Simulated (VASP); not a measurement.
SrO, 2 atoms in the cell. Symmetry: Fm-3m, No. 225, cubic system. The conventional cell has a = 5.161 Å, b = 5.161 Å, c = 5.161 Å, α = 90.00°, β = 90.00°, γ = 90.00°. Sr (site symmetry m-3m) has 6 O at 2.58 Å within 3.4 Å. Within 3.4 Å of O (site symmetry m-3m) lie 6 Sr at 2.58 Å. 

```yaml
Program: VASP 6.6.1
Task: single point
Functional: r2SCAN
Potentials_or_basis: VASP PAW PBE potentials, release 64 (Sr_sv, O)
Cutoff: 520 eV
k_mesh: 10 × 10 × 10
Occupations: fermi-dirac, width 0.02 eV
Spin: no spin polarisation
Dipole_correction: no
Further_INCAR_settings: ALGO = Normal; EDIFF = 1e-07; NBANDS = 15
```

Potentials or basis: VASP PAW PBE potentials, release 64 (Sr_sv, O).

Launch:

```bash
$ cat potpaw_PBE.64/Sr_sv/POTCAR potpaw_PBE.64/O/POTCAR > POTCAR
$ cp INCAR.step1 INCAR
$ mpirun -np 1 vasp_std > vasp.out
$ cp INCAR.step2 INCAR
$ mpirun -np 1 vasp_std > vasp.out
```

Hardware: 1 thread of AMD EPYC 7R13, on a shared host.

How long does it take, and how much memory?

It took 3.4 min on 1 thread of AMD EPYC 7R13 (shared host), peak memory 0.15 GiB. Counts: k points 47.
